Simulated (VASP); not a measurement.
# LiCl (Fm-3m) in VASP: settings compared

Aim: see how the results for LiCl move with the level of theory and the settings. Levels: PBE, revPBE+D4. Tasks: single point.

All numbers are computed with VASP 6.6.1; they aren't measurements. Logs are shortened: lines on timing, memory, paths and dates and some standing lists are left out, and cuts for length are marked.

### Step 1. The cell of the first run

It takes space group Fm-3m (No. 225, cubic). Conventional cell: a = 5.130 Å, b = 5.130 Å, c = 5.130 Å, α = 90.00°, β = 90.00°, γ = 90.00°. Cl (site symmetry m-3m) has 6 Li at 2.56 Å within 3.4 Å. Li (site symmetry m-3m) has 6 Cl at 2.56 Å within 3.4 Å.

### Step 2. Single point, PBE

INCAR

```
SYSTEM = LiCl
ALGO = Normal
EDIFF = 1E-6
ENCUT = 750
GGA = PE
GGA_COMPAT = .FALSE.
ISIF = 2
ISMEAR = 0
LASPH = .TRUE.
LCHARG = .TRUE.
LELF = .TRUE.
LREAL = .FALSE.
LVHAR = .TRUE.
LWAVE = .FALSE.
NBANDS = 12
NELM = 120
PREC = Accurate
SIGMA = 0.020999999999999998
```

KPOINTS

```
k-points
0
G
  9 9 9
  0 0 0
```

POSCAR

```
LiCl
1.0
    0.0000000000      2.5647700000      2.5647700000
    2.5647700000      0.0000000000      2.5647700000
    2.5647700000      2.5647700000      0.0000000000
Cl Li
1 1
Direct
    0.5000000000      0.5000000000      0.5000000000
    0.0000000000      0.0000000000      0.0000000000
```

Potentials or basis: VASP PAW PBE potentials, release 64 (Cl, Li_sv).

On the command line:

```bash
$ cat potpaw_PBE.64/Cl/POTCAR potpaw_PBE.64/Li_sv/POTCAR > POTCAR
$ mpirun -np 1 vasp_std > vasp.out
```

OUTCAR:

```text
SYSTEM = LiCl
   EDIFF = 1E-6
   ENCUT = 750
   GGA = PE
   ISIF = 2
   ISMEAR = 0
   LASPH = .TRUE.
   LREAL = .FALSE.
   NELM = 120
   PREC = Accurate

 ion  position               nearest neighbor table
   1  0.500  0.500  0.500-   2 2.56   2 2.56   2 2.56   2 2.56   2 2.56   2 2.56
   2  0.000  0.000  0.000-   1 2.56   1 2.56   1 2.56   1 2.56   1 2.56   1 2.56

  LATTYP: Found a face centered cubic cell.
 ALAT       =     5.1295400000

  Lattice vectors:

 A1 = (   0.0000000000,   2.5647700000,   2.5647700000)
 A2 = (   2.5647700000,   0.0000000000,   2.5647700000)
 A3 = (   2.5647700000,   2.5647700000,   0.0000000000)

Analysis of symmetry for initial positions (statically):
=====================================================================
 Subroutine PRICEL returns:
 Original cell was already a primitive cell.

 Routine SETGRP: Setting up the symmetry group for a
 face centered cubic supercell.

 Subroutine GETGRP returns: Found 48 space group operations
 (whereof 48 operations were pure point group operations)
 out of a pool of 48 trial point group operations.

The static configuration has the point symmetry O_h .

Analysis of symmetry for dynamics (positions and initial velocities):
=====================================================================
 Subroutine PRICEL returns:
 Original cell was already a primitive cell.

 Routine SETGRP: Setting up the symmetry group for a
 face centered cubic supercell.

 Subroutine GETGRP returns: Found 48 space group operations
 (whereof 48 operations were pure point group operations)
 out of a pool of 48 trial point group operations.

The dynamic configuration has the point symmetry O_h .

 Subroutine INISYM returns: Found 48 space group operations
 (whereof 48 operations are pure point group operations),
 and found     1 'primitive' translations

----------------------------------------------------------------------------------------

                                     Primitive cell

  volume of cell :      33.7423

  direct lattice vectors                    reciprocal lattice vectors
     0.000000000  2.564770000  2.564770000    -0.194949255  0.194949255  0.194949255
     2.564770000  0.000000000  2.564770000     0.194949255 -0.194949255  0.194949255
     2.564770000  2.564770000  0.000000000     0.194949255  0.194949255 -0.194949255

  length of vectors
     3.627132518  3.627132518  3.627132518     0.337662014  0.337662014  0.337662014

  position of ions in fractional coordinates (direct lattice)
     0.500000000  0.500000000  0.500000000
     0.000000000  0.000000000  0.000000000

  ion indices of the primitive-cell ions
   primitive index   ion index
                 1           1
                 2           2

----------------------------------------------------------------------------------------

 KPOINTS: k-points

Automatic generation of k-mesh.
 Grid dimensions read from file:
 generate k-points for:    9    9    9

 Generating k-lattice:

  Cartesian coordinates                     Fractional coordinates (reciprocal lattice)
    -0.021661028  0.021661028  0.021661028     0.111111111  0.000000000  0.000000000
     0.021661028 -0.021661028  0.021661028     0.000000000  0.111111111  0.000000000
     0.021661028  0.021661028 -0.021661028     0.000000000  0.000000000  0.111111111

  Length of vectors
     0.037518002  0.037518002  0.037518002

  Shift w.r.t. Gamma in fractional coordinates (k-lattice)
     0.000000000  0.000000000  0.000000000

 Subroutine IBZKPT returns following result:
 ===========================================

 Found     35 irreducible k-points:

 Following reciprocal coordinates:
            Coordinates               Weight
  0.000000  0.000000  0.000000      1.000000
  0.111111  0.000000  0.000000      8.000000
  0.222222  0.000000  0.000000      8.000000
  0.333333  0.000000  0.000000      8.000000
  0.444444  0.000000  0.000000      8.000000
  0.111111  0.111111  0.000000      6.000000
[... 16 lines left out ...]
 -0.333333  0.333333  0.000000     12.000000
  0.444444  0.444444  0.000000      6.000000
 [... further k-points ...]
   k-points           NKPTS =     35   k-points in BZ     NKDIM =     35   number of bands    NBANDS=     12
   number of dos      NEDOS =    301   number of ions     NIONS =      2
   total plane-waves  NPLWV =  32768
   dimension x,y,z NGX =    32 NGY =   32 NGZ =   32
   dimension x,y,z NGXF=    64 NGYF=   64 NGZF=   64
   ions per type =               1   1
   NGX,Y,Z   is equivalent  to a cutoff of  14.67, 14.67, 14.67 a.u.
   NGXF,Y,Z  is equivalent  to a cutoff of  29.33, 29.33, 29.33 a.u.
 SYSTEM =  LiCl
   PREC   = accura    normal or accurate (medium, high low for compatibility)
   ISTART =      0    job   : 0-new  1-cont  2-samecut
   ICHARG =      2    charge: 1-file 2-atom 10-const
   ISPIN  =      1    spin polarized calculation?
   LNONCOLLINEAR =      F non collinear calculations
   LSORBIT =      F    spin-orbit coupling
   LASPH  =      T    aspherical Exc in radial PAW
   ENCUT  =  750.0 eV  55.12 Ry    7.42 a.u.   8.10  8.10  8.10*2*pi/ulx,y,z
   NELM   =    120;   NELMIN=  2; NELMDL= -5     # of ELM steps
   EDIFF  = 0.1E-05   stopping-criterion for ELM
   LREAL  =      F    real-space projection
   EDIFFG = 0.1E-04   stopping-criterion for IOM
   NSW    =      0    number of steps for IOM
   IBRION =     -1    ionic relax: 0-MD 1-quasi-New 2-CG
   NFREE  =      0    steps in history (QN), initial steepest desc. (CG)
   ISIF   =      2    stress and relaxation
   ISYM   =      2    0-nonsym 1-usesym 2-fastsym
   POTIM  = 0.5000    time-step for ionic-motion
   TEBEG  =    0.0;   TEEND  =   0.0 temperature during run
   PSTRESS=    0.0 pullay stress
   NELECT =      10.0000    total number of electrons
   NUPDOWN=      -1.0000    fix difference up-down
   EMIN   =  10.00;   EMAX   =-10.00  energy-range for DOS
   EFERMI =   0.00;   METHOD = LEGACY
   ISMEAR =     0;   SIGMA  =   0.02  broadening in eV -4-tet -1-fermi 0-gaus
   EFERMI_NEDOS =   21; number of points for ismear=-14 and -15
   IALGO  =     38    algorithm
   IMIX   =      4    mixing-type and parameters
     AMIX     =   0.40;   BMIX     =  1.00
     AMIX_MAG =   1.60;   BMIX_MAG =  1.00
  volume/ion in A,a.u.               =      16.87       113.85
  Fermi-wavevector in a.u.,A,eV,Ry     =   1.091482  2.062601 16.209056  1.191332
  Thomas-Fermi vector in A             =   2.227728
   LORBIT       =      0    0 simple, 1 ext, 2 COOP (PROOUT), +10 PAW based schemes
   GGA     = PE    functional components
   LHFCALC =     F    Hartree Fock is set to
   AEXX    =    0.0000 exact exchange contribution
   IVDW    =     0    specifies the selected vdW correction
   LEPSILON=     F    determine dielectric tensor
   LRPA    =     F    only Hartree local field effects (RPA)
 non-spin polarized calculation
 Gauss-broadening in eV      SIGMA  =   0.02
  energy-cutoff  :      750.00
  volume of cell :       33.74
 maximum number of plane-waves:      1592
   NGX = 17   NGY = 17   NGZ = 17

 number of electron      10.0000002 magnetization

 Free energy of the ion-electron system (eV)
  ---------------------------------------------------
  ext. energy  EPLUGINS =         0.00000000
  ---------------------------------------------------
  free energy    TOTEN  =        -7.38337441 eV

  energy without entropy =       -7.38337441  energy(sigma->0) =       -7.38337441

 E-fermi :   0.6666     XC(G=0):  -8.7306

 val. band max:        0.5782844813   @ k =   0.0000   0.0000   0.0000
 cond. band min:       6.9121178374   @ k =   0.0000   0.0000   0.0000
 fundamental gap:      6.3338333561
 Fermi energy:         0.6665658904

 k-point     1 :       0.0000    0.0000    0.0000
  band No.  band energies     occupation
      1     -42.9355      2.00000
      2     -12.8187      2.00000
      3       0.5783      2.00000
      4       0.5783      2.00000
      5       0.5783      2.00000
      6       6.9121      0.00000
      7      12.5174      0.00000
      8      12.5174      0.00000
      9      12.5174      0.00000
     10      15.1090      0.00000
     11      15.1091      0.00000
     12      15.2018      0.00000

 k-point     2 :       0.1111    0.0000    0.0000
  band No.  band energies     occupation
      1     -42.9352      2.00000
      2     -12.7585      2.00000
      3       0.1524      2.00000
      4       0.5454      2.00000
      5       0.5454      2.00000
      6       7.2941      0.00000
      7      11.8392      0.00000
      8      12.4843      0.00000
      9      12.4843      0.00000
     10      13.7243      0.00000
     11      13.7243      0.00000
     12      15.5073      0.00000

 k-point     3 :       0.2222    0.0000    0.0000
  band No.  band energies     occupation
      1     -42.9344      2.00000
      2     -12.5993      2.00000
      3      -0.7621      2.00000
      4       0.4659      2.00000
      5       0.4659      2.00000
      6       7.7845      0.00000
      7      11.4472      0.00000
      8      11.5351      0.00000
      9      11.5351      0.00000
     10      14.2248      0.00000
     11      14.2248      0.00000
     12      16.0030      0.00000

 k-point     4 :       0.3333    0.0000    0.0000
  band No.  band energies     occupation
      1     -42.9335      2.00000
      2     -12.4046      2.00000
      3      -1.6428      2.00000
      4       0.3815      2.00000
      5       0.3815      2.00000
      6       7.6426      0.00000
      7      10.6214      0.00000
      8      10.6214      0.00000
      9      12.2939      0.00000
     10      15.6622      0.00000
     11      15.6622      0.00000
     12      16.5609      0.00000

 k-point     5 :       0.4444    0.0000    0.0000
  band No.  band energies     occupation
      1     -42.9329      2.00000
      2     -12.2684      2.00000
      3      -2.1654      2.00000
      4       0.3295      2.00000
      5       0.3295      2.00000
      6       7.3784      0.00000
      7      10.1408      0.00000
      8      10.1408      0.00000
      9      13.3655      0.00000
     10      17.2549      0.00000
     11      17.3243      0.00000
     12      17.3243      0.00000
[... 228 lines left out ...]
      1     -42.9324      2.00000
      2     -12.1135      2.00000
      3      -1.9560      2.00000
      4      -0.5472      2.00000
      5      -0.3544      2.00000
      6       8.7731      0.00000
      7       9.4418      0.00000
      8      11.7101      0.00000
      9      13.4250      0.00000
     10      14.4481      0.00000
     11      18.0054      0.00000
     12      19.4497      0.00000

 k-point    22 :      -0.4444    0.3333    0.0000
  band No.  band energies     occupation
      1     -42.9321      2.00000
      2     -12.0467      2.00000
      3      -1.9691      2.00000
      4      -1.0125      2.00000
      5      -0.2771      2.00000
      6       8.6779      0.00000
      7      10.2407      0.00000
      8      11.9175      0.00000
      9      12.5061      0.00000
     10      14.7025      0.00000
     11      18.0168      0.00000
     12      19.2460      0.00000

 k-point    23 :      -0.3333    0.3333    0.0000
  band No.  band energies     occupation
      1     -42.9322      2.00000
      2     -12.0746      2.00000
      3      -1.6009      2.00000
      4      -1.4510      2.00000
      5      -0.0679      2.00000
      6       8.7177      0.00000
      7      11.1621      0.00000
      8      11.5291      0.00000
      9      11.5892      0.00000
     10      15.1106      0.00000
     11      16.6683      0.00000
     12      18.9916      0.00000

 k-point    24 :       0.4444    0.4444    0.0000
  band No.  band energies     occupation
      1     -42.9321      2.00000
      2     -12.0343      2.00000
      3      -2.2299      2.00000
      4      -0.4928      2.00000
      5      -0.4928      2.00000
      6       8.5093      0.00000
      7       8.9360      0.00000
      8      12.7397      0.00000
      9      14.5466      0.00000
     10      14.5466      0.00000
     11      17.4916      0.00000
     12      19.3266      0.00000

 [... further k-points ...]

------------------------ aborting loop because EDIFF is reached ----------------------------------------

  FORCE on cell =-STRESS in cart. coord.  units (eV):
  Direction    XX          YY          ZZ          XY          YZ          ZX
  --------------------------------------------------------------------------------------
  -------------------------------------------------------------------------------------
  Total        0.0661156      0.0661156      0.0661156      0.0000000     -0.0000000      0.0000000
  in kB        3.1393481      3.1393481      3.1393481      0.0000000     -0.0000000      0.0000000
  external PRESSURE =       3.1393481 kB  Pullay stress =       0.0000000 kB

 VOLUME and BASIS-vectors are now :
 -----------------------------------------------------------------------------
  energy-cutoff  :      750.00
  volume of cell :       33.74
      direct lattice vectors                 reciprocal lattice vectors
     0.000000000  2.564770000  2.564770000    -0.194949255  0.194949255  0.194949255
     2.564770000  0.000000000  2.564770000     0.194949255 -0.194949255  0.194949255
     2.564770000  2.564770000  0.000000000     0.194949255  0.194949255 -0.194949255

 POSITION                                       TOTAL-FORCE (eV/Angst)
 -----------------------------------------------------------------------------------
      2.56477      2.56477      2.56477        -0.000000     -0.000000      0.000000
      0.00000      0.00000      0.00000         0.000000      0.000000     -0.000000
 -----------------------------------------------------------------------------------
    total drift:                               -0.000000     -0.000000      0.000000

  FREE ENERGIE OF THE ION-ELECTRON SYSTEM (eV)
  ---------------------------------------------------
  free  energy   TOTEN  =        -7.3833744087 eV

  energy  without entropy=       -7.3833744087  energy(sigma->0) =       -7.38337441
```

Run time: 12 s. Hardware: 1 thread of Intel Xeon 6975P-C, shared host; peak memory 0.17 GiB.

Results:

```yaml
Free_energy: -7.3834 eV
Pressure: 0.3 GPa
Band_gap_on_the_k_mesh: 6.33 eV, direct
```

Levels at points of the mesh, in eV from the valence-band top:
| k point | band 3 | band 4 | band 5 | band 6 | band 7 | band 8 |
| --- | --- | --- | --- | --- | --- | --- |
| (0.00, 0.00, 0.00) | 0.00 | 0.00 | 0.00 | 6.33 | 11.94 | 11.94 |

A k mesh can miss the band edges. A hybrid or GW would open this gap; PBE tends to underestimate it.

### Step 3. Single point, revPBE+D4

This run uses another cell than the first one, of 16.56 Å³/atom, 0.981 times its volume.

INCAR

```
ALGO = Normal ; EDIFF = 1E-6
ENCUT = 750 ; GGA = RE
GGA_COMPAT = False ; ISIF = 2
ISMEAR = -1 ; IVDW = 13
LASPH = True ; LCHARG = False
LREAL = False ; LWAVE = False
NBANDS = 12 ; NELM = 120
PREC = Accurate ; SIGMA = 0.05
```

KPOINTS

```
k-points
0
Gamma
  9 9 9
```

POSCAR

```
LiCl
1.0
    0.0000000000      2.5487188263      2.5487188263
    2.5487188263      0.0000000000      2.5487188263
    2.5487188263      2.5487188263      0.0000000000
Cl Li
1 1
Direct
    0.5000000000      0.5000000000      0.5000000000
    0.0000000000      0.0000000000      0.0000000000
```

Potentials or basis: VASP PAW PBE potentials, release 64 (Cl, Li_sv).

On the command line:

```bash
$ cat potpaw_PBE.64/Cl/POTCAR potpaw_PBE.64/Li_sv/POTCAR > POTCAR
$ mpirun -np 1 vasp_std > vasp.out
```

OUTCAR:

```text
EDIFF = 1E-6
   ENCUT = 750
   GGA = RE
   ISIF = 2
   ISMEAR = -1
   IVDW = 13
   LASPH = True
   LREAL = False
   NELM = 120
   PREC = Accurate

 ion  position               nearest neighbor table
   1  0.500  0.500  0.500-   2 2.55   2 2.55   2 2.55   2 2.55   2 2.55   2 2.55
   2  0.000  0.000  0.000-   1 2.55   1 2.55   1 2.55   1 2.55   1 2.55   1 2.55

  LATTYP: Found a face centered cubic cell.
 ALAT       =     5.0974376526

  Lattice vectors:

 A1 = (   0.0000000000,   2.5487188263,   2.5487188263)
 A2 = (   2.5487188263,   0.0000000000,   2.5487188263)
 A3 = (   2.5487188263,   2.5487188263,   0.0000000000)

Analysis of symmetry for initial positions (statically):
=====================================================================
 Subroutine PRICEL returns:
 Original cell was already a primitive cell.

 Routine SETGRP: Setting up the symmetry group for a
 face centered cubic supercell.

 Subroutine GETGRP returns: Found 48 space group operations
 (whereof 48 operations were pure point group operations)
 out of a pool of 48 trial point group operations.

The static configuration has the point symmetry O_h .

Analysis of symmetry for dynamics (positions and initial velocities):
=====================================================================
[... 176 lines left out ...]
     11      15.5045      0.00000
     12      15.7347      0.00000
[... 331 lines left out ...]
 k-point    24 :       0.4444    0.4444    0.0000
  band No.  band energies     occupation
      1     -42.8642      2.00000
      2     -11.8397      2.00000
      3      -2.0423      2.00000
      4      -0.2845      2.00000
      5      -0.2845      2.00000
      6       8.9308      0.00000
      7       9.2561      0.00000
      8      13.3193      0.00000
      9      15.1493      0.00000
     10      15.1493      0.00000
     11      17.7837      0.00000
     12      19.6342      0.00000

 [... further k-points ...]

------------------------ aborting loop because EDIFF is reached ----------------------------------------

  DFT-D4 for vdW energy calculation

  Edisp (eV):   -0.47080

  FORCE on cell =-STRESS in cart. coord.  units (eV):
  Direction    XX          YY          ZZ          XY          YZ          ZX
  --------------------------------------------------------------------------------------
  -------------------------------------------------------------------------------------
  Total      -0.02427    -0.02427    -0.02427     0.00000     0.00000    -0.00000
  in kB      -1.17409    -1.17409    -1.17409     0.00000     0.00000    -0.00000
  external pressure =       -1.17 kB  Pullay stress =        0.00 kB

 VOLUME and BASIS-vectors are now :
 -----------------------------------------------------------------------------
  energy-cutoff  :      750.00
  volume of cell :       33.11
      direct lattice vectors                 reciprocal lattice vectors
     0.000000000  2.548718826  2.548718826    -0.196176995  0.196176995  0.196176995
     2.548718826  0.000000000  2.548718826     0.196176995 -0.196176995  0.196176995
     2.548718826  2.548718826  0.000000000     0.196176995  0.196176995 -0.196176995

 POSITION                                       TOTAL-FORCE (eV/Angst)
 -----------------------------------------------------------------------------------
      2.54872      2.54872      2.54872         0.000000      0.000000     -0.000000
      0.00000      0.00000      0.00000        -0.000000     -0.000000      0.000000
 -----------------------------------------------------------------------------------
    total drift:                               -0.000000     -0.000000      0.000000

  FREE ENERGIE OF THE ION-ELECTRON SYSTEM (eV)
  ---------------------------------------------------
  free  energy   TOTEN  =        -7.4707395068 eV

  energy  without entropy=       -7.4707395068  energy(sigma->0) =       -7.47073951
```

stdout:

```text
POSCAR found type information on POSCAR ClLi
 POSCAR found :  2 types and       2 ions
 scaLAPACK will be used
 -----------------------------------------------------------------------------
|                                                                             |
|                                                                             |
|     You enforced a specific xc type in the INCAR file but a different       |
|     I HOPE YOU KNOW WHAT YOU ARE DOING!                                     |
|                                                                             |
 -----------------------------------------------------------------------------

 LDA part: xc-table for (Slater+PW92), standard interpolation
 POSCAR, INCAR and KPOINTS ok, starting setup
 FFT: planning ... GRIDC
 FFT: planning ... GRID_SOFT
 FFT: planning ... GRID
 WAVECAR not read
 entering main loop
```

Run time: 15 s. Hardware: 1 thread of Intel Xeon 6975P-C, shared host; peak memory 0.17 GiB.

What came out:

```
Free energy                : -7.4707 eV
Pressure                   : -0.1 GPa
Band gap on the k mesh     : 6.64 eV, direct
Dispersion energy per atom : -0.235 eV
```

Caveat: the PAW data sets were made with another functional, which shifts forces and pressure a little.
